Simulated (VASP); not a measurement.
Co: single point with PBE

Crystal: Co.

```
Co
1.0
     2.80464    0.00000    0.00000
     0.00000    2.80464    0.00000
     0.00000    0.00000    2.80464
Co
2
Direct
  0.00000 0.00000 0.00000
  0.50000 0.50000 0.50000
```

| Property | Result |
| --- | --- |
| Program | VASP 6.6.1 |
| Task | single point |
| Functional | PBE |
| Potentials or basis | VASP PAW PBE potentials, release 64 (Co) |
| Cutoff | 520 eV |
| k mesh | 12 × 12 × 12 |
| Occupations | fermi-dirac, width 0.05 eV |
| Spin | collinear spin, antiferromagnetic start |
| Starting moments | [2.0, -2.0] μB |

| Item | Value |
| --- | --- |
| Pressure | -7.3 GPa |
| Band gap on the k mesh | zero (filled and empty bands overlap) |
| Net moment | 0.00 μB per cell |
| Site moments | Co +0.85, -0.85 μB |
| Valence electrons inside the program's atomic spheres | Co 8.24 |

Levels at points of the mesh, in eV from the Fermi level:
Spin up:
| k point | band 5 | band 6 | band 7 | band 8 | band 9 | band 10 | band 11 | band 12 | band 13 | band 14 |
| --- | --- | --- | --- | --- | --- | --- | --- | --- | --- | --- |
| (0.00, 0.00, 0.00) | -1.83 | -1.83 | -0.27 | -0.27 | 0.56 | 0.56 | 0.56 | 9.94 | 9.94 | 9.94 |
| (0.50, 0.00, 0.00) | -1.70 | -1.70 | -1.08 | -1.08 | -1.00 | -0.32 | 0.23 | 1.19 | 17.16 | 17.16 |
| (0.50, 0.50, 0.00) | -0.72 | -0.65 | -0.06 | 0.39 | 0.39 | 0.44 | 0.79 | 0.79 | 7.29 | 7.31 |
| (0.50, 0.50, 0.50) | -2.58 | -2.58 | -0.69 | -0.69 | 0.48 | 0.48 | 8.59 | 8.59 | 8.59 | 8.71 |
Spin down:
| k point | band 7 | band 8 | band 9 | band 10 | band 11 | band 12 |
| --- | --- | --- | --- | --- | --- | --- |
| (0.00, 0.00, 0.00) | -0.27 | -0.27 | 0.56 | 0.56 | 0.56 | 9.94 |
| (0.50, 0.00, 0.00) | -1.08 | -1.08 | -1.00 | -0.32 | 0.23 | 1.19 |
| (0.50, 0.50, 0.00) | -0.06 | 0.39 | 0.39 | 0.44 | 0.79 | 0.79 |
| (0.50, 0.50, 0.50) | -0.69 | -0.69 | 0.48 | 0.48 | 8.59 | 8.59 |

Wall time 2.1 min on 1 thread of Intel Xeon 8259CL, with other jobs on the host, peak memory 0.18 GiB.
